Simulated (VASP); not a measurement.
Set up this calculation in VASP 6.6.1, as the native input.

| Item | Value |
| --- | --- |
| Task | single point |
| Functional | LDA |
| Potentials or basis | VASP PAW LDA potentials, release 64 (Sn_d, O) |
| Cutoff | 520 eV |
| k mesh | 10 × 10 × 8 |
| Occupations | gaussian, width 0.15 eV |
| Spin | no spin polarisation |
| Dipole correction | no |
| Further INCAR settings | ALGO = Normal; EDIFF = 1e-07; NBANDS = 28 |

The structure of SnO lies in POSCAR:

```
SnO
1.0
    3.7657594054      0.0000000000      0.0000000000
    0.0000000000      3.7657594054      0.0000000000
    0.0000000000      0.0000000000      4.4234000000
Sn O
2 2
Direct
    0.0000000000      0.5000000000      0.2455950842
    0.5000000000      0.0000000000      0.7544049158
    0.0000000000      0.0000000000      0.0000000000
    0.5000000000      0.5000000000      0.0000000000
```

The input as run:

INCAR

```
SYSTEM = SnO
PREC = Accurate
ENCUT = 520
EDIFF = 1E-7
ISMEAR = 0
SIGMA = 0.15
LREAL = .FALSE.
LASPH = .TRUE.
NELM = 80
ALGO = Normal
ISIF = 2
LWAVE = .FALSE.
LCHARG = .FALSE.
NBANDS = 28
```

KPOINTS

```
Automatic mesh
0
G
  10 10 8
  0 0 0
```

Potentials or basis: VASP PAW LDA potentials, release 64 (Sn_d, O).

Command:

```console
$ cat potpaw_LDA.64/Sn_d/POTCAR potpaw_LDA.64/O/POTCAR > POTCAR
$ mpirun -np 1 vasp_std > vasp.out
```

It gave:

```yaml
Pressure: 5.7 GPa
Largest_force: 1.062 eV/Å
Band_gap_on_the_k_mesh: zero (band 20 reaches 8.22 eV, above the bottom of band 21 at 8.10 eV)
```

Caveat: spin-orbit coupling is left out, which moves the levels of the heavy elements; forces of over 1 eV/Å act on the atoms, so gaps and moduli don't describe the material at rest.

It took 71 s on 1 thread of AMD EPYC 9R45 96-Core Processor (Zen 5) (shared host), peak memory 0.23 GiB.
